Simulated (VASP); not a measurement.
# Ni (Im-3m) in VASP: further runs

Ni is run at these levels: LDA; tasks: single point.

Program: VASP 6.6.1. These are calculated values, not measurements. Logs are shortened: lines on timing, memory, paths and dates and some standing lists are left out, and cuts for length are marked.

**1. The cell of the first run**

It takes space group Im-3m (No. 229, cubic). The conventional cell has a = 2.767 Å, b = 2.767 Å, c = 2.767 Å, α = 90.00°, β = 90.00°, γ = 90.00°. Within 3.2 Å of Ni (site symmetry m-3m) lie 14 Ni at 2.40 to 2.77 Å.

**2. Single point, LDA, collinear spin, ferromagnetic start**

Input file INCAR:

```
SYSTEM = Ni
ALGO     = Normal         ! electronic algorithm
EDIFF    = 1E-6           ! SCF threshold, eV
ENCUT    = 520            ! plane-wave cutoff, eV
GGA      = CA             ! functional
ISIF     = 2              ! what is computed and relaxed
ISMEAR   = 1              ! smearing method
ISPIN    = 2              ! spin polarisation
LASPH    = .TRUE.         ! aspherical terms in the spheres
LCHARG   = .FALSE.        ! write CHGCAR
LMAXMIX  = 4              ! l up to which the mixer works
LORBIT   = 11             ! projections on sites
LREAL    = .FALSE.        ! projectors in reciprocal space
LWAVE    = .FALSE.        ! write WAVECAR
MAGMOM   = 1              ! initial moments
NBANDS   = 15             ! bands
NELM     = 150            ! most SCF steps
PREC     = Accurate       ! precision mode
SIGMA    = 0.1            ! smearing width, eV
```

Input file KPOINTS:

```
k-points
0
G
  14 14 14
  0 0 0
```

Input file POSCAR:

```
Ni
1.0
   -1.3837150000      1.3837150000      1.3837150000
    1.3837150000     -1.3837150000      1.3837150000
    1.3837150000      1.3837150000     -1.3837150000
Ni
1
Direct
    0.0000000000      0.0000000000      0.0000000000
```

Potentials or basis: VASP PAW LDA potentials, release 64 (Ni).

Started as:

```
> cat potpaw_LDA.64/Ni/POTCAR > POTCAR
> mpirun -np 1 vasp_std > vasp.out
```

OUTCAR:

```text
SYSTEM = Ni
   EDIFF = 1E-6
   ENCUT = 520
   GGA = CA
   ISIF = 2
   ISMEAR = 1
   ISPIN = 2
   LASPH = .TRUE.
   LORBIT = 11
   LREAL = .FALSE.
   NELM = 150
   PREC = Accurate

 ion  position               nearest neighbor table
   1  0.000  0.000  0.000-

  LATTYP: Found a body centered cubic cell.
 ALAT       =     2.7674300000

  Lattice vectors:

 A1 = (  -1.3837150000,   1.3837150000,   1.3837150000)
 A2 = (   1.3837150000,  -1.3837150000,   1.3837150000)
 A3 = (   1.3837150000,   1.3837150000,  -1.3837150000)

Analysis of symmetry for initial positions (statically):
=====================================================================
 Subroutine PRICEL returns:
 Original cell was already a primitive cell.

 Routine SETGRP: Setting up the symmetry group for a
 body centered cubic supercell.

 Subroutine GETGRP returns: Found 48 space group operations
[... 9 lines left out ...]

 Routine SETGRP: Setting up the symmetry group for a
 body centered cubic supercell.

 Subroutine GETGRP returns: Found 48 space group operations
 (whereof 48 operations were pure point group operations)
 out of a pool of 48 trial point group operations.

The dynamic configuration has the point symmetry O_h .

Analysis of structural, dynamic, and magnetic symmetry:
=====================================================================
 Subroutine PRICEL returns:
 Original cell was already a primitive cell.

 Routine SETGRP: Setting up the symmetry group for a
 body centered cubic supercell.

 Subroutine GETGRP returns: Found 48 space group operations
 (whereof 48 operations were pure point group operations)
 out of a pool of 48 trial point group operations.

The overall configuration has the point symmetry O_h .

 Subroutine INISYM returns: Found 48 space group operations
[... 5 lines left out ...]
                                     Primitive cell

  volume of cell :      10.5974

  direct lattice vectors                    reciprocal lattice vectors
    -1.383715000  1.383715000  1.383715000     0.000000000  0.361346086  0.361346086
     1.383715000 -1.383715000  1.383715000     0.361346086  0.000000000  0.361346086
     1.383715000  1.383715000 -1.383715000     0.361346086  0.361346086  0.000000000

  length of vectors
     2.396664683  2.396664683  2.396664683     0.511020536  0.511020536  0.511020536

  position of ions in fractional coordinates (direct lattice)
     0.000000000  0.000000000  0.000000000

  ion indices of the primitive-cell ions
   primitive index   ion index
                 1           1

----------------------------------------------------------------------------------------

 KPOINTS: k-points

Automatic generation of k-mesh.
 Grid dimensions read from file:
 generate k-points for:   14   14   14

 Generating k-lattice:

  Cartesian coordinates                     Fractional coordinates (reciprocal lattice)
     0.000000000  0.025810435  0.025810435     0.071428571  0.000000000  0.000000000
     0.025810435  0.000000000  0.025810435     0.000000000  0.071428571  0.000000000
     0.025810435  0.025810435  0.000000000     0.000000000  0.000000000  0.071428571

  Length of vectors
     0.036501467  0.036501467  0.036501467

  Shift w.r.t. Gamma in fractional coordinates (k-lattice)
     0.000000000  0.000000000  0.000000000

 Subroutine IBZKPT returns following result:
 ===========================================

 Found    104 irreducible k-points:

 Following reciprocal coordinates:
            Coordinates               Weight
  0.000000  0.000000  0.000000      1.000000
  0.071429  0.000000  0.000000     12.000000
  0.142857  0.000000  0.000000     12.000000
  0.214286  0.000000  0.000000     12.000000
  0.285714  0.000000  0.000000     12.000000
  0.357143  0.000000  0.000000     12.000000
[... 16 lines left out ...]
  0.285714  0.285714  0.000000     24.000000
  0.357143  0.285714  0.000000     24.000000
 [... further k-points ...]
   k-points           NKPTS =    104   k-points in BZ     NKDIM =    104   number of bands    NBANDS=     15
   number of dos      NEDOS =    301   number of ions     NIONS =      1
   total plane-waves  NPLWV =   5832
   dimension x,y,z NGX =    18 NGY =   18 NGZ =   18
   dimension x,y,z NGXF=    36 NGYF=   36 NGZF=   36
   ions per type =               1
   NGX,Y,Z   is equivalent  to a cutoff of  12.49, 12.49, 12.49 a.u.
   NGXF,Y,Z  is equivalent  to a cutoff of  24.97, 24.97, 24.97 a.u.
 SYSTEM =  Ni
   PREC   = accura    normal or accurate (medium, high low for compatibility)
   ISTART =      0    job   : 0-new  1-cont  2-samecut
   ICHARG =      2    charge: 1-file 2-atom 10-const
   ISPIN  =      2    spin polarized calculation?
   LNONCOLLINEAR =      F non collinear calculations
   LSORBIT =      F    spin-orbit coupling
   LASPH  =      T    aspherical Exc in radial PAW
   ENCUT  =  520.0 eV  38.22 Ry    6.18 a.u.   4.46  4.46  4.46*2*pi/ulx,y,z
   NELM   =    150;   NELMIN=  2; NELMDL= -5     # of ELM steps
   EDIFF  = 0.1E-05   stopping-criterion for ELM
   LREAL  =      F    real-space projection
   EDIFFG = 0.1E-04   stopping-criterion for IOM
   NSW    =      0    number of steps for IOM
   IBRION =     -1    ionic relax: 0-MD 1-quasi-New 2-CG
   NFREE  =      0    steps in history (QN), initial steepest desc. (CG)
   ISIF   =      2    stress and relaxation
   ISYM   =      2    0-nonsym 1-usesym 2-fastsym
   POTIM  = 0.5000    time-step for ionic-motion
   TEBEG  =    0.0;   TEEND  =   0.0 temperature during run
   PSTRESS=    0.0 pullay stress
   NELECT =      10.0000    total number of electrons
   NUPDOWN=      -1.0000    fix difference up-down
   EMIN   =  10.00;   EMAX   =-10.00  energy-range for DOS
   EFERMI =   0.00;   METHOD = LEGACY
   ISMEAR =     1;   SIGMA  =   0.10  broadening in eV -4-tet -1-fermi 0-gaus
   EFERMI_NEDOS =   21; number of points for ismear=-14 and -15
   IALGO  =     38    algorithm
   IMIX   =      4    mixing-type and parameters
     AMIX     =   0.40;   BMIX     =  1.00
     AMIX_MAG =   1.60;   BMIX_MAG =  1.00
  volume/ion in A,a.u.               =      10.60        71.51
  Fermi-wavevector in a.u.,A,eV,Ry     =   1.605739  3.034406 35.081214  2.578397
  Thomas-Fermi vector in A             =   2.702037
   LORBIT       =     11    0 simple, 1 ext, 2 COOP (PROOUT), +10 PAW based schemes
   GGA     = CA    functional components
   LHFCALC =     F    Hartree Fock is set to
   AEXX    =    0.0000 exact exchange contribution
   IVDW    =     0    specifies the selected vdW correction
   LEPSILON=     F    determine dielectric tensor
   LRPA    =     F    only Hartree local field effects (RPA)
 spin polarized calculation
 Methfessel and Paxton  Order N= 1 SIGMA  =   0.10
  energy-cutoff  :      520.00
  volume of cell :       10.60
 maximum number of plane-waves:       321
 NGX is ok and might be reduce to    18
   NGX =  9   NGY =  9   NGZ =  9

 number of electron      10.0000004 magnetization       0.5106932

 Free energy of the ion-electron system (eV)
  ---------------------------------------------------
  ext. energy  EPLUGINS =         0.00000000
  ---------------------------------------------------
  free energy    TOTEN  =        -6.46370566 eV

  energy without entropy =       -6.46512359  energy(sigma->0) =       -6.46417830

 E-fermi :   9.2849     XC(G=0): -13.7645

 val. band max:        9.2814897174   @ k =  -0.2857   0.5000   0.0714
 cond. band min:       9.2980708887   @ k =  -0.3571  -0.4286   0.0714
 fundamental gap:      0.0165811714
 Fermi energy:         9.2848734419

 spin component 1

 k-point     1 :       0.0000    0.0000    0.0000
  band No.  band energies     occupation
      1       0.2399      1.00000
      2       6.9960      1.00000
      3       6.9960      1.00000
      4       6.9960      1.00000
      5       8.4679      1.00000
      6       8.4679      1.00000
      7      36.0705      0.00000
      8      36.0705      0.00000
      9      36.0705      0.00000
     10      41.1613      0.00000
     11      41.1613      0.00000
     12      42.1469      0.00000
     13      42.1469      0.00000
     14      42.1469      0.00000
     15      42.9165      0.00000

 k-point     2 :       0.0714    0.0000    0.0000
  band No.  band energies     occupation
      1       0.4551      1.00000
      2       6.9457      1.00000
      3       6.9923      1.00000
      4       7.0963      1.00000
      5       8.4172      1.00000
      6       8.4719      1.00000
      7      34.4057      0.00000
      8      35.6628      0.00000
      9      35.7989      0.00000
     10      39.6627      0.00000
     11      39.8050      0.00000
     12      39.8588      0.00000
     13      42.1636      0.00000
     14      43.6085      0.00000
     15      44.4942      0.00000
[... 365 lines left out ...]
      3       6.6006      1.00000
      4       8.3952      1.00000
      5       8.6771      1.00000
      6      13.0440      0.00000
      7      18.2419      0.00000
      8      19.3475      0.00000
      9      28.8425      0.00000
     10      37.9090      0.00000
     11      40.2662      0.00000
     12      47.1241      0.00000
     13      50.0626      0.00000
     14      50.6484      0.00000
     15      55.9549      0.00000

 k-point    24 :       0.3571    0.2857    0.0000
  band No.  band energies     occupation
      1       5.6600      1.00000
      2       6.2007      1.00000
      3       6.5360      1.00000
      4       8.4763      1.00000
      5       8.6353      1.00000
      6      14.6870      0.00000
      7      16.4620      0.00000
      8      18.8511      0.00000
      9      28.6917      0.00000
     10      38.3947      0.00000
     11      40.0908      0.00000
     12      46.4320      0.00000
     13      50.2989      0.00000
     14      54.0565      0.00000
     15      55.2812      0.00000

 [... further k-points ...]

 spin component 2

 k-point     1 :       0.0000    0.0000    0.0000
  band No.  band energies     occupation
      1       0.2883      1.00000
      2       7.5307      1.00000
      3       7.5307      1.00000
      4       7.5307      1.00000
      5       8.9081      1.00000
      6       8.9081      1.00000
      7      36.0699      0.00000
      8      36.0699      0.00000
      9      36.0699      0.00000
     10      41.1886      0.00000
     11      41.1886      0.00000
     12      42.3045      0.00000
     13      42.3045      0.00000
     14      42.3045      0.00000
     15      43.0993      0.00000

 k-point     2 :       0.0714    0.0000    0.0000
  band No.  band energies     occupation
      1       0.5037      1.00000
      2       7.4778      1.00000
      3       7.5250      1.00000
      4       7.6336      1.00000
      5       8.8555      1.00000
      6       8.9122      1.00000
      7      34.4429      0.00000
      8      35.6703      0.00000
      9      35.8210      0.00000
     10      39.8331      0.00000
     11      39.8737      0.00000
     12      40.0010      0.00000
     13      42.2154      0.00000
     14      43.7713      0.00000
     15      44.6025      0.00000
[... 365 lines left out ...]
      3       6.9760      1.00000
      4       8.8851      1.00000
      5       9.1704      1.03437
      6      13.3484      0.00000
      7      18.4540      0.00000
      8      19.5255      0.00000
      9      28.9571      0.00000
     10      37.9682      0.00000
     11      40.3361      0.00000
     12      47.2792      0.00000
     13      50.1427      0.00000
     14      50.8606      0.00000
     15      57.0188      0.00000

 k-point    24 :       0.3571    0.2857    0.0000
  band No.  band energies     occupation
      1       6.0766      1.00000
      2       6.5926      1.00000
      3       6.8841      1.00000
      4       8.9689      1.00004
      5       9.1350      1.02773
      6      14.9324      0.00000
      7      16.7042      0.00000
      8      19.0372      0.00000
      9      28.8084      0.00000
     10      38.4559      0.00000
     11      40.1429      0.00000
     12      46.6084      0.00000
     13      50.4494      0.00000
     14      54.4103      0.00000
     15      55.3547      0.00000

 [... further k-points ...]
[... 5 lines left out ...]
  --------------------------------------------------------------------------------------
  -------------------------------------------------------------------------------------
  Total       -0.7111055     -0.7111055     -0.7111055     -0.0000000      0.0000000     -0.0000000
  in kB     -107.5089678   -107.5089678   -107.5089678     -0.0000000      0.0000000     -0.0000000
  external PRESSURE =    -107.5089678 kB  Pullay stress =       0.0000000 kB

 VOLUME and BASIS-vectors are now :
 -----------------------------------------------------------------------------
  energy-cutoff  :      520.00
  volume of cell :       10.60
      direct lattice vectors                 reciprocal lattice vectors
    -1.383715000  1.383715000  1.383715000     0.000000000  0.361346086  0.361346086
     1.383715000 -1.383715000  1.383715000     0.361346086  0.000000000  0.361346086
     1.383715000  1.383715000 -1.383715000     0.361346086  0.361346086  0.000000000

 POSITION                                       TOTAL-FORCE (eV/Angst)
 -----------------------------------------------------------------------------------
      0.00000      0.00000      0.00000        -0.000000     -0.000000     -0.000000
 -----------------------------------------------------------------------------------
    total drift:                                0.000000     -0.000000      0.000000

  FREE ENERGIE OF THE ION-ELECTRON SYSTEM (eV)
  ---------------------------------------------------
  free  energy   TOTEN  =        -6.4637056555 eV

  energy  without entropy=       -6.4651235879  energy(sigma->0) =       -6.46417830

 total charge

# of ion       s       p       d       tot
------------------------------------------
    1        0.504   0.510   8.358   9.372

 magnetization (x)

# of ion       s       p       d       tot
------------------------------------------
    1       -0.003  -0.010   0.524   0.511
```

It took 33 s on 1 thread of AMD EPYC 7R13 (Zen 3), shared host; peak memory 0.1 GiB.

What came out:

| Quantity | Value |
| --- | --- |
| Free energy | -6.4637 eV |
| Pressure | -10.8 GPa |
| Net moment | 0.51 μB per cell |
| Site moments | Ni +0.51 μB |
| Valence electrons inside the program's atomic spheres | Ni 9.37 |

Levels at points of the mesh, in eV from the Fermi level:
Spin up:
| k point | band 1 | band 2 | band 3 | band 4 | band 5 | band 6 | band 7 | band 8 | band 9 | band 10 |
| --- | --- | --- | --- | --- | --- | --- | --- | --- | --- | --- |
| (0.00, 0.00, 0.00) | -9.04 | -2.29 | -2.29 | -2.29 | -0.82 | -0.82 | 26.79 | 26.79 | 26.79 | 31.88 |
| (0.50, 0.00, 0.00) | -4.71 | -3.25 | -0.90 | -0.66 | 0.07 | 0.27 | 6.73 | 19.37 | 20.31 | 24.24 |
| (0.50, 0.50, 0.50) | -4.28 | -4.28 | -0.16 | -0.16 | -0.16 | 9.90 | 9.90 | 9.90 | 16.06 | 16.06 |
Spin down:
```tsv
k point	band 3	band 4	band 5	band 6	band 7	band 8
(0.00, 0.00, 0.00)	-1.75	-1.75	-0.38	-0.38	26.79	26.79
(0.50, 0.00, 0.00)	-0.42	-0.20	0.32	0.68	7.04	19.39
(0.50, 0.50, 0.50)	0.44	0.44	0.44	9.98	9.98	9.98
```

**3. Single point, LDA, collinear spin, ferromagnetic start**

Input file INCAR:

```
SYSTEM = Ni
  ALGO = Normal
  EDIFF = 1E-7
  ENCUT = 520
  ISIF = 2
  ISMEAR = 1
  ISPIN = 2
  LASPH = .TRUE.
  LCHARG = .FALSE.
  LMAXMIX = 4
  LORBIT = 11
  LREAL = .FALSE.
  LWAVE = .FALSE.
  MAGMOM = 1
  NBANDS = 15
  NELM = 150
  PREC = Accurate
  SIGMA = 0.1
```

KPOINTS is that of step 2.

POSCAR is that of step 2.

Potentials or basis: VASP PAW LDA potentials, release 64 (Ni).

Started as:

```
> cat potpaw_LDA.64/Ni/POTCAR > POTCAR
> mpirun -np 1 vasp_std > vasp.out
```

OUTCAR:

```text
SYSTEM = Ni
   EDIFF = 1E-7
   ENCUT = 520
   ISIF = 2
   ISMEAR = 1
   ISPIN = 2
   LASPH = .TRUE.
   LORBIT = 11
   LREAL = .FALSE.
   NELM = 150
   PREC = Accurate

 ion  position               nearest neighbor table
   1  0.000  0.000  0.000-

  LATTYP: Found a body centered cubic cell.
 ALAT       =     2.7674300000

  Lattice vectors:

 A1 = (  -1.3837150000,   1.3837150000,   1.3837150000)
 A2 = (   1.3837150000,  -1.3837150000,   1.3837150000)
 A3 = (   1.3837150000,   1.3837150000,  -1.3837150000)

Analysis of symmetry for initial positions (statically):
=====================================================================
 Subroutine PRICEL returns:
 Original cell was already a primitive cell.

 Routine SETGRP: Setting up the symmetry group for a
 body centered cubic supercell.

 Subroutine GETGRP returns: Found 48 space group operations
[... 9 lines left out ...]

 Routine SETGRP: Setting up the symmetry group for a
 body centered cubic supercell.

[... 611 lines left out ...]
  band No.  band energies     occupation
      1       0.2893      1.00000
      2       7.5292      1.00000
      3       7.5292      1.00000
      4       7.5292      1.00000
      5       8.9061      1.00000
      6       8.9061      1.00000
      7      36.0699      0.00000
      8      36.0699      0.00000
      9      36.0699      0.00000
     10      41.1890      0.00000
     11      41.1890      0.00000
     12      42.3060      0.00000
     13      42.3060      0.00000
     14      42.3060      0.00000
[... 403 lines left out ...]
      4       8.9672      1.00004
      5       9.1333      1.02764
      6      14.9327      0.00000
      7      16.7047      0.00000
      8      19.0381      0.00000
      9      28.8093      0.00000
     10      38.4562      0.00000
     11      40.1432      0.00000
     12      46.6094      0.00000
     13      50.4498      0.00000
     14      54.4101      0.00000
     15      55.3550      0.00000

 [... further k-points ...]
[... 5 lines left out ...]
  --------------------------------------------------------------------------------------
  -------------------------------------------------------------------------------------
  Total       -0.7036882     -0.7036882     -0.7036882     -0.0000000     -0.0000000      0.0000000
  in kB     -106.3875753   -106.3875753   -106.3875753     -0.0000000     -0.0000000      0.0000000
  external PRESSURE =    -106.3875753 kB  Pullay stress =       0.0000000 kB

 VOLUME and BASIS-vectors are now :
 -----------------------------------------------------------------------------
  energy-cutoff  :      520.00
  volume of cell :       10.60
      direct lattice vectors                 reciprocal lattice vectors
    -1.383715000  1.383715000  1.383715000     0.000000000  0.361346086  0.361346086
     1.383715000 -1.383715000  1.383715000     0.361346086  0.000000000  0.361346086
     1.383715000  1.383715000 -1.383715000     0.361346086  0.361346086  0.000000000

 POSITION                                       TOTAL-FORCE (eV/Angst)
 -----------------------------------------------------------------------------------
      0.00000      0.00000      0.00000         0.000000     -0.000000      0.000000
 -----------------------------------------------------------------------------------
    total drift:                               -0.000000     -0.000000      0.000000

  FREE ENERGIE OF THE ION-ELECTRON SYSTEM (eV)
  ---------------------------------------------------
  free  energy   TOTEN  =        -6.4637055058 eV

  energy  without entropy=       -6.4651230391  energy(sigma->0) =       -6.46417802

 total charge

# of ion       s       p       d       tot
------------------------------------------
    1        0.504   0.510   8.359   9.372

 magnetization (x)

# of ion       s       p       d       tot
------------------------------------------
    1       -0.003  -0.010   0.524   0.511
```

Wall time 33 s (1 thread of AMD EPYC 7R13 (Zen 3), shared host); peak memory 0.1 GiB.

Results:

```yaml
Free_energy: -6.4637 eV
Pressure: -10.6 GPa
Net_moment: 0.51 μB per cell
Site_moments: Ni +0.51 μB
Valence_electrons_inside_the_program's_atomic_spheres: Ni 9.37
```
